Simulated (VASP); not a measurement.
Wanted: the native input for a VASP 6.6.1 run.

- Task: single point
- Functional: PBE
- Potentials or basis: VASP PAW PBE potentials, release 64 (Al, O)
- Cutoff: 520 eV
- k mesh: 4 × 4 × 4
- Occupations: gaussian, width 0.02 eV
- Spin: no spin polarisation
- Dipole correction: no
- Further INCAR settings: ALGO = Normal; EDIFF = 1e-07; NBANDS = 35

The structure of Al2O3 lies in POSCAR:

```
Al2O3
1.0
   -4.7660402313      4.7660402313      4.7660402313
    4.7660402313     -4.7660402313      4.7660402313
    4.7660402313      4.7660402313     -4.7660402313
Al O
4 6
Direct
    0.7500000000      0.7500000000      0.7500000000
    0.5000000000      0.0000000000      0.7500000000
    0.0000000000      0.7500000000      0.5000000000
    0.7500000000      0.5000000000      0.0000000000
    0.6250000000      0.8750000000      0.7500000000
    0.8750000000      0.7500000000      0.6250000000
    0.7500000000      0.6250000000      0.8750000000
    0.2500000000      0.8750000000      0.6250000000
    0.6250000000      0.2500000000      0.8750000000
    0.8750000000      0.6250000000      0.2500000000
```

One way to write it, as run:

INCAR

```
PREC = Accurate
ENCUT = 520
EDIFF = 1E-7
ISMEAR = 0
SIGMA = 0.02
LREAL = F
LASPH = T
NELM = 80
ALGO = Normal
ISIF = 2
LWAVE = F
LCHARG = F
GGA = PE
NBANDS = 35
```

KPOINTS

```
Automatic mesh
0
Gamma
  4 4 4
```

Potentials or basis: VASP PAW PBE potentials, release 64 (Al, O).

Run with:

```bash
$ cat potpaw_PBE.64/Al/POTCAR potpaw_PBE.64/O/POTCAR > POTCAR
$ mpirun -np 1 vasp_std > vasp.out
```

Results of the run:

```yaml
Pressure: 0.0 GPa
Band_gap_on_the_k_mesh: 4.01 eV, indirect (least direct gap 4.19 eV)
```

It took 120 s on 1 thread of AMD EPYC 9R45 96-Core Processor (Zen 5) (shared host), peak memory 0.57 GiB.
